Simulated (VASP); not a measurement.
# NaF (P6_3/mmc) in VASP: single point with HSE06

Aim: the single point of NaF with HSE06.

Everything below comes from runs of VASP 6.6.1. Logs are shortened: lines on timing, memory, paths and dates and some standing lists are left out, and cuts for length are marked.

## 1. The cell of the first run

The structure is hexagonal, space group P6_3/mmc (No. 194). Conventional cell: a = 3.178 Å, b = 3.178 Å, c = 5.568 Å, α = 90.00°, β = 90.00°, γ = 120.00°. Na (site symmetry -3m) has 6 F at 2.30 Å and 2 Na at 2.78 Å within 3.0 Å. F (site symmetry -6m2) has 6 Na at 2.30 Å within 3.0 Å.

## 2. Single point, HSE06

POSCAR

```
NaF
1.0
    3.1775543043      0.0000000000      0.0000000000
   -1.5887771521      2.7518427494      0.0000000000
    0.0000000000      0.0000000000      5.5676310051
Na F
2 2
Direct
    0.0000000000      0.0000000000      0.0000000000
    0.0000000000      0.0000000000      0.5000000000
    0.3333333333      0.6666666667      0.2500000000
    0.6666666667      0.3333333333      0.7500000000
```

INCAR.step1

```
ALGO     = Normal         # electronic algorithm
EDIFF    = 1E-5           # SCF threshold, eV
ENCUT    = 520            # plane-wave cutoff, eV
GGA      = PE             # functional
ISIF     = 2              # what is computed and relaxed
ISMEAR   = -1             # smearing method
LASPH    = True           # aspherical terms in the spheres
LCHARG   = False          # write CHGCAR
LREAL    = False          # projectors in reciprocal space
LWAVE    = True           # write WAVECAR
NBANDS   = 22             # bands
NELM     = 80             # most SCF steps
PREC     = Accurate       # precision mode
SIGMA    = 0.001          # smearing width, eV
```

INCAR.step2

```
ALGO     = Normal         # electronic algorithm
EDIFF    = 1E-6           # SCF threshold, eV
ENCUT    = 520            # plane-wave cutoff, eV
GGA      = PE             # functional
HFSCREEN = 0.2079         # screening, 1/A
ISIF     = 2              # what is computed and relaxed
ISMEAR   = -1             # smearing method
ISTART   = 1            
LASPH    = True           # aspherical terms in the spheres
LCHARG   = False          # write CHGCAR
LHFCALC  = True           # exact exchange
LREAL    = False          # projectors in reciprocal space
LWAVE    = False          # write WAVECAR
NBANDS   = 22             # bands
NELM     = 80             # most SCF steps
PREC     = Accurate       # precision mode
PRECFOCK = Normal       
SIGMA    = 0.001          # smearing width, eV
```

KPOINTS

```
k-points
0
Gamma
  6 6 2
```

Potentials or basis: VASP PAW PBE potentials, release 64 (Na_pv, F).

The run is started by

```
cat potpaw_PBE.64/Na_pv/POTCAR potpaw_PBE.64/F/POTCAR > POTCAR
cp INCAR.step1 INCAR
mpirun -np 1 vasp_std > vasp.out
cp INCAR.step2 INCAR
mpirun -np 1 vasp_std > vasp.out
```

OUTCAR:

```text
EDIFF = 1E-6
   ENCUT = 520
   GGA = PE
   HFSCREEN = 0.2079
   ISIF = 2
   ISMEAR = -1
   ISTART = 1
   LASPH = True
   LHFCALC = True
   LREAL = False
   NELM = 80
   PREC = Accurate
   PRECFOCK = Normal

 ion  position               nearest neighbor table
   1  0.000  0.000  0.000-   3 2.30   4 2.30   3 2.30   4 2.30   4 2.30   3 2.30   2 2.78   2 2.78

   2  0.000  0.000  0.500-   3 2.30   4 2.30   3 2.30   4 2.30   4 2.30   3 2.30   1 2.78   1 2.78

   3  0.333  0.667  0.250-   1 2.30   2 2.30   1 2.30   2 2.30   1 2.30   2 2.30
   4  0.667  0.333  0.750-   1 2.30   2 2.30   1 2.30   2 2.30   1 2.30   2 2.30

  LATTYP: Found a hexagonal cell.
 ALAT       =     3.1775543043
 C/A-ratio  =     1.7521749345

  Lattice vectors:

 A1 = (   3.1775543043,   0.0000000000,   0.0000000000)
 A2 = (  -1.5887771521,   2.7518427494,   0.0000000000)
 A3 = (   0.0000000000,   0.0000000000,   5.5676310051)

Analysis of symmetry for initial positions (statically):
=====================================================================
 Subroutine PRICEL returns:
 Original cell was already a primitive cell.

 Routine SETGRP: Setting up the symmetry group for a
 hexagonal supercell.

 Subroutine GETGRP returns: Found 24 space group operations
 (whereof 12 operations were pure point group operations)
 out of a pool of 24 trial point group operations.

The static configuration has the point symmetry D_3d.
 The point group associated with its full space group is D_6h.

Analysis of symmetry for dynamics (positions and initial velocities):
=====================================================================
 Subroutine PRICEL returns:
 Original cell was already a primitive cell.

 Routine SETGRP: Setting up the symmetry group for a
 hexagonal supercell.

 Subroutine GETGRP returns: Found 24 space group operations
 (whereof 12 operations were pure point group operations)
 out of a pool of 24 trial point group operations.

The dynamic configuration has the point symmetry D_3d.
 The point group associated with its full space group is D_6h.

 Subroutine INISYM returns: Found 24 space group operations
 (whereof 12 operations are pure point group operations),
 and found     1 'primitive' translations

----------------------------------------------------------------------------------------

                                     Primitive cell

  volume of cell :      48.6841

  direct lattice vectors                    reciprocal lattice vectors
     3.177554304  0.000000000  0.000000000     0.314707446  0.181696429  0.000000000
    -1.588777152  2.751842749  0.000000000     0.000000000  0.363392857  0.000000000
     0.000000000  0.000000000  5.567631005     0.000000000  0.000000000  0.179609604

  length of vectors
     3.177554304  3.177554304  5.567631005     0.363392857  0.363392857  0.179609604

  position of ions in fractional coordinates (direct lattice)
     0.000000000  0.000000000  0.000000000
     0.000000000  0.000000000  0.500000000
     0.333333333  0.666666667  0.250000000
     0.666666667  0.333333333  0.750000000

  ion indices of the primitive-cell ions
   primitive index   ion index
                 1           1
                 2           2
                 3           3
                 4           4

----------------------------------------------------------------------------------------

 KPOINTS: k-points

Automatic generation of k-mesh.
 Grid dimensions read from file:
 generate k-points for:    6    6    2

 Generating k-lattice:

  Cartesian coordinates                     Fractional coordinates (reciprocal lattice)
     0.052451241  0.030282738  0.000000000     0.166666667  0.000000000  0.000000000
     0.000000000  0.060565476  0.000000000     0.000000000  0.166666667  0.000000000
     0.000000000  0.000000000  0.089804802     0.000000000  0.000000000  0.500000000

  Length of vectors
     0.060565476  0.060565476  0.089804802

  Shift w.r.t. Gamma in fractional coordinates (k-lattice)
     0.000000000  0.000000000  0.000000000

 Subroutine IBZKPT returns following result:
 ===========================================

 Found     14 irreducible k-points:

 Following reciprocal coordinates:
            Coordinates               Weight
  0.000000  0.000000  0.000000      1.000000
  0.166667  0.000000  0.000000      6.000000
  0.333333  0.000000  0.000000      6.000000
  0.500000  0.000000  0.000000      3.000000
  0.166667  0.166667  0.000000      6.000000
  0.333333  0.166667  0.000000     12.000000
  0.333333  0.333333  0.000000      2.000000
  0.000000  0.000000  0.500000      1.000000
  0.166667  0.000000  0.500000      6.000000
  0.333333  0.000000  0.500000      6.000000
  0.500000  0.000000  0.500000      3.000000
  0.166667  0.166667  0.500000      6.000000
  0.333333  0.166667  0.500000     12.000000
  0.333333  0.333333  0.500000      2.000000
   k-points           NKPTS =     14   k-points in BZ     NKDIM =     72   number of bands    NBANDS=     22
   number of dos      NEDOS =    301   number of ions     NIONS =      4
   total plane-waves  NPLWV =  24192
   dimension x,y,z NGX =    24 NGY =   24 NGZ =   42
   dimension x,y,z NGXF=    48 NGYF=   48 NGZF=   84
   ions per type =               2   2
   NGX,Y,Z   is equivalent  to a cutoff of  12.56, 12.56, 12.54 a.u.
   NGXF,Y,Z  is equivalent  to a cutoff of  25.11, 25.11, 25.08 a.u.
 SYSTEM =  unknown system
   PREC   = accura    normal or accurate (medium, high low for compatibility)
   ISTART =      1    job   : 0-new  1-cont  2-samecut
   ICHARG =      0    charge: 1-file 2-atom 10-const
   ISPIN  =      1    spin polarized calculation?
   LNONCOLLINEAR =      F non collinear calculations
   LSORBIT =      F    spin-orbit coupling
   LASPH  =      T    aspherical Exc in radial PAW
   ENCUT  =  520.0 eV  38.22 Ry    6.18 a.u.   5.91  5.91 10.35*2*pi/ulx,y,z
   NELM   =     80;   NELMIN=  2; NELMDL=  0     # of ELM steps
   EDIFF  = 0.1E-05   stopping-criterion for ELM
   LREAL  =      F    real-space projection
   EDIFFG = 0.1E-04   stopping-criterion for IOM
   NSW    =      0    number of steps for IOM
   IBRION =     -1    ionic relax: 0-MD 1-quasi-New 2-CG
   NFREE  =      0    steps in history (QN), initial steepest desc. (CG)
   ISIF   =      2    stress and relaxation
   ISYM   =      3    0-nonsym 1-usesym 2-fastsym
   POTIM  = 0.5000    time-step for ionic-motion
   TEBEG  =    0.0;   TEEND  =   0.0 temperature during run
   PSTRESS=    0.0 pullay stress
   NELECT =      28.0000    total number of electrons
   NUPDOWN=      -1.0000    fix difference up-down
   EMIN   =  10.00;   EMAX   =-10.00  energy-range for DOS
   EFERMI =   0.00;   METHOD = LEGACY
   ISMEAR =    -1;   SIGMA  =   0.00  broadening in eV -4-tet -1-fermi 0-gaus
   EFERMI_NEDOS =   21; number of points for ismear=-14 and -15
   IALGO  =     38    algorithm
   IMIX   =      1    mixing-type and parameters
     AMIX     =   0.40;   BMIX     =  1.00
     AMIX_MAG =   1.60;   BMIX_MAG =  1.00
  volume/ion in A,a.u.               =      12.17        82.13
  Fermi-wavevector in a.u.,A,eV,Ry     =   1.361440  2.572748 25.218654  1.853519
  Thomas-Fermi vector in A             =   2.488016
   LORBIT       =      0    0 simple, 1 ext, 2 COOP (PROOUT), +10 PAW based schemes
   GGA     = PE    functional components
   LHFCALC =     T    Hartree Fock is set to
   PRECFOCK=normal    Normal, Fast or Accurate (Low or Medium for compatibility)
   ENCUT4O =  -1.0   cutoff for four orbital integrals eV
   NKREDX  =     1    reduce k-point grid by
   NKREDY  =     1    reduce k-point grid by
   NKREDZ  =     1    reduce k-point grid by
   AEXX    =    0.2500 exact exchange contribution
   HFSCREEN=    0.2079 screening length (either q_TF or 0.3 A-1)
   HFSCREENC=   0.2079 screening length for correlation (either q_TF or 0.3 A-1)
   ENCUTFOCK=  -1.0 apply spherical cutoff to Coloumb kernel
   IVDW    =     0    specifies the selected vdW correction
   LEPSILON=     F    determine dielectric tensor
   LRPA    =     F    only Hartree local field effects (RPA)
 non-spin polarized calculation
  energy-cutoff  :      520.00
  volume of cell :       48.68
 maximum number of plane-waves:      1325
 NGX is ok and might be reduce to    24
  NGX = 18; NGY = 18; NGZ = 32

 number of electron      28.0000008 magnetization

 Free energy of the ion-electron system (eV)
  ---------------------------------------------------
  ext. energy  EPLUGINS =         0.00000000
  ---------------------------------------------------
  free energy    TOTEN  =       -20.43793422 eV

  energy without entropy =      -20.43793422  energy(sigma->0) =      -20.43793422

 E-fermi :  -3.5293     XC(G=0):  -7.5861

 val. band max:       -3.5765224541   @ k =   0.0000   0.0000   0.0000
 cond. band min:       4.9249941136   @ k =   0.0000   0.0000   0.0000
 fundamental gap:      8.5015165677
 Fermi energy:        -3.5293456947

 k-point     1 :       0.0000    0.0000    0.0000
  band No.  band energies     occupation
      1     -25.1650      2.00000
      2     -24.4177      2.00000
      3     -24.1334      2.00000
      4     -24.1334      2.00000
      5     -24.0999      2.00000
      6     -24.0999      2.00000
[... 14 lines left out ...]
     21      20.0113      0.00000
     22      20.0113      0.00000

 k-point     2 :       0.1667    0.0000    0.0000
  band No.  band energies     occupation
      1     -25.0540      2.00000
      2     -24.6666      2.00000
      3     -24.1424      2.00000
      4     -24.1338      2.00000
      5     -24.1068      2.00000
      6     -24.0673      2.00000
[... 14 lines left out ...]
     21      19.1772      0.00000
     22      19.2876      0.00000

 k-point     3 :       0.3333    0.0000    0.0000
  band No.  band energies     occupation
      1     -24.9758      2.00000
      2     -24.6637      2.00000
      3     -24.2005      2.00000
      4     -24.1603      2.00000
      5     -24.1205      2.00000
      6     -24.0572      2.00000
[... 14 lines left out ...]
     21      19.3871      0.00000
     22      19.4627      0.00000

 k-point     4 :       0.5000    0.0000    0.0000
  band No.  band energies     occupation
      1     -25.0459      2.00000
      2     -24.3244      2.00000
      3     -24.2334      2.00000
      4     -24.1693      2.00000
      5     -24.1398      2.00000
      6     -24.1274      2.00000
[... 14 lines left out ...]
     21      19.0211      0.00000
     22      19.4457      0.00000

 k-point     5 :       0.1667    0.1667    0.0000
  band No.  band energies     occupation
      1     -24.8672      2.00000
      2     -24.8340      2.00000
      3     -24.1794      2.00000
      4     -24.1773      2.00000
      5     -24.1237      2.00000
      6     -24.0597      2.00000
[... 167 lines left out ...]
 k-point    12 :       0.1667    0.1667    0.5000
  band No.  band energies     occupation
      1     -24.8158      2.00000
      2     -24.8158      2.00000
      3     -24.1956      2.00000
      4     -24.1956      2.00000
      5     -24.1463      2.00000
      6     -24.1463      2.00000
[... 14 lines left out ...]
     21      18.6079      0.00000
     22      18.6079      0.00000

 k-point    13 :       0.3333    0.1667    0.5000
  band No.  band energies     occupation
      1     -24.7760      2.00000
      2     -24.7760      2.00000
      3     -24.1999      2.00000
      4     -24.1999      2.00000
      5     -24.1752      2.00000
      6     -24.1752      2.00000
[... 14 lines left out ...]
     21      18.6492      0.00000
     22      18.6492      0.00000

 k-point    14 :       0.3333    0.3333    0.5000
  band No.  band energies     occupation
      1     -24.7503      2.00000
      2     -24.7503      2.00000
      3     -24.2172      2.00000
      4     -24.2172      2.00000
      5     -24.1890      2.00000
      6     -24.1890      2.00000
[... 14 lines left out ...]
     21      19.0186      0.00000
     22      19.0186      0.00000

------------------------ aborting loop because EDIFF is reached ----------------------------------------

  FORCE on cell =-STRESS in cart. coord.  units (eV):
  Direction    XX          YY          ZZ          XY          YZ          ZX
  --------------------------------------------------------------------------------------
  -------------------------------------------------------------------------------------
  Total        0.4951582      0.4951582      0.4969999      0.0000000      0.0000000      0.0000000
  in kB       16.2954934     16.2954934     16.3561034      0.0000000      0.0000000      0.0000000
  external PRESSURE =      16.3156967 kB  Pullay stress =       0.0000000 kB

 VOLUME and BASIS-vectors are now :
 -----------------------------------------------------------------------------
  energy-cutoff  :      520.00
  volume of cell :       48.68
      direct lattice vectors                 reciprocal lattice vectors
     3.177554304  0.000000000  0.000000000     0.314707446  0.181696429  0.000000000
    -1.588777152  2.751842749  0.000000000     0.000000000  0.363392857  0.000000000
     0.000000000  0.000000000  5.567631005     0.000000000  0.000000000  0.179609604

 POSITION                                       TOTAL-FORCE (eV/Angst)
 -----------------------------------------------------------------------------------
      0.00000      0.00000      0.00000         0.000000      0.000000      0.000000
      0.00000      0.00000      2.78382         0.000000      0.000000      0.000000
     -0.00000      1.83456      1.39191         0.000000      0.000000      0.000000
      1.58878      0.91728      4.17572        -0.000000      0.000000      0.000000
 -----------------------------------------------------------------------------------
    total drift:                               -0.000000      0.000000     -0.000006

  FREE ENERGIE OF THE ION-ELECTRON SYSTEM (eV)
  ---------------------------------------------------
  free  energy   TOTEN  =       -20.4379342215 eV

  energy  without entropy=      -20.4379342215  energy(sigma->0) =      -20.43793422
```

It took 19 min on 1 thread of Intel Xeon Platinum 8259CL at 2.50GHz (Skylake/Cascade Lake), shared host; peak memory 0.26 GiB.

Results:

```yaml
Free_energy: -20.4379 eV
Pressure: 1.6 GPa
Band_gap_on_the_k_mesh: 8.50 eV
```

Levels at points of the mesh, in eV from the valence-band top:
| k point | band 10 | band 11 | band 12 | band 13 | band 14 | band 15 | band 16 | band 17 | band 18 | band 19 |
| --- | --- | --- | --- | --- | --- | --- | --- | --- | --- | --- |
| (0.00, 0.00, 0.00) | -0.22 | -0.22 | -0.21 | 0.00 | 0.00 | 8.50 | 13.07 | 14.46 | 19.49 | 22.60 |
| (0.50, 0.00, 0.00) | -1.23 | -0.84 | -0.59 | -0.41 | -0.32 | 13.10 | 14.72 | 16.02 | 16.53 | 16.77 |
| (0.00, 0.00, 0.50) | -1.07 | -0.11 | -0.11 | -0.11 | -0.11 | 10.32 | 10.32 | 17.20 | 17.20 | 22.70 |
| (0.50, 0.00, 0.50) | -1.57 | -0.56 | -0.56 | -0.36 | -0.36 | 14.13 | 14.13 | 15.36 | 15.36 | 18.18 |

Caveat: the k points lie up to 0.56 Å⁻¹ apart; the PAW data sets were made with another functional, which shifts forces and pressure a little.
